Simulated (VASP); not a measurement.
Input of a VASP 6.6.1 run:

Contents of INCAR:

```
SYSTEM = Ir2Pt
PREC = Accurate ; ENCUT = 500
EDIFF = 1E-7 ; ISMEAR = 0
SIGMA = 0.1 ; LREAL = .False.
LASPH = .True. ; NELM = 120
ALGO = Normal ; ISIF = 3
LWAVE = .False. ; LCHARG = .False.
GGA = PE ; IBRION = 2
NSW = 100 ; EDIFFG = -0.01
GGA_COMPAT = .False. ; NELMIN = 4
```

The input KPOINTS:

```
Automatic mesh
0
Gamma
  10 10 10
  0 0 0
```

File POSCAR:

```
Ir2Pt
1.0
    0.0000000000      3.6385648868      3.6385648868
    3.6385648868      0.0000000000      3.6385648868
    3.6385648868      3.6385648868      0.0000000000
Ir Pt
4 2
Direct
    0.1250000000      0.6250000000      0.6250000000
    0.6250000000      0.6250000000      0.6250000000
    0.6250000000      0.6250000000      0.1250000000
    0.6250000000      0.1250000000      0.6250000000
    0.0000000000      0.0000000000      0.0000000000
    0.2500000000      0.2500000000      0.2500000000
```

Potentials or basis: VASP PAW PBE potentials, release 64 (Ir, Pt).

Command:

```bash
$ cat potpaw_PBE.64/Ir/POTCAR potpaw_PBE.64/Pt/POTCAR > POTCAR
$ mpirun -np 1 vasp_std > vasp.out
```

Task: Estimate the band gap on the k mesh.

Result: Zero (band 28 reaches 9.47 eV, above the bottom of band 29 at 8.67 eV).

Task: Predict the relaxed cell.

Result: a = 5.148 Å, b = 5.148 Å, c = 5.148 Å, α = 60.00°, β = 60.00°, γ = 60.00°.

Task: What does it give for the relaxed volume?

Result: 16.08 Å³/atom.

Final structure:
```xyz
6
Lattice="0.0000 3.6399 3.6399 3.6399 0.0000 3.6399 3.6399 3.6399 0.0000" Properties=species:S:1:pos:R:3 pbc="T T T"
Ir    4.5499    2.7300    2.7300
Ir    4.5499    4.5499    4.5499
Ir    2.7300    2.7300    4.5499
Ir    2.7300    4.5499    2.7300
Pt    0.0000    0.0000    0.0000
Pt    1.8200    1.8200    1.8200
```

Caveat: spin-orbit coupling is left out, which moves the levels of the heavy elements.
